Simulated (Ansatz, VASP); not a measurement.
# MnS in VASP and in Ansatz

```
CELL_PARAMETERS angstrom
0.00000 2.82652 2.82652
2.82652 0.00000 2.82652
2.82652 2.82652 0.00000
ATOMIC_POSITIONS crystal
Mn 0.00000 0.00000 0.00000
S 0.25000 0.25000 0.25000
```

Alike in both runs: task single point; functional r2SCAN; k mesh 10 × 10 × 10; occupations gaussian, width 0.05 eV; collinear spin.

|  | VASP | Ansatz |
| --- | --- | --- |
| version | VASP 6.6.1 | Ansatz 0.2.0 |
| potentials or method | VASP PAW PBE potentials, release 64 (Mn_pv, S), cutoff 550 eV | scalar-relativistic, plane waves, PAW |
| valence electrons in the cell | 19 | 21 |

```tsv
	VASP	Ansatz	Ansatz less VASP
gap on the k mesh at the Fermi level (eV)	0.75	0.76	+0.006
least direct gap on the mesh (eV)	1.23	1.21	-0.012
pressure (GPa)	-0.1	-0.2	-0.05
net moment per atom (μB)	2.50	2.50	0.000
size of the moment on the site where the two differ most (μB)	4.48	4.33	-0.146
```

VASP's potentials were made for PBE, not for r2SCAN. Site moments also hang on the region over which each program counts them. VASP's potentials hold 19 valence electrons a cell and Ansatz's 21, so a difference there can come from the potentials and not from the codes. Ansatz's warnings: stability check not made.
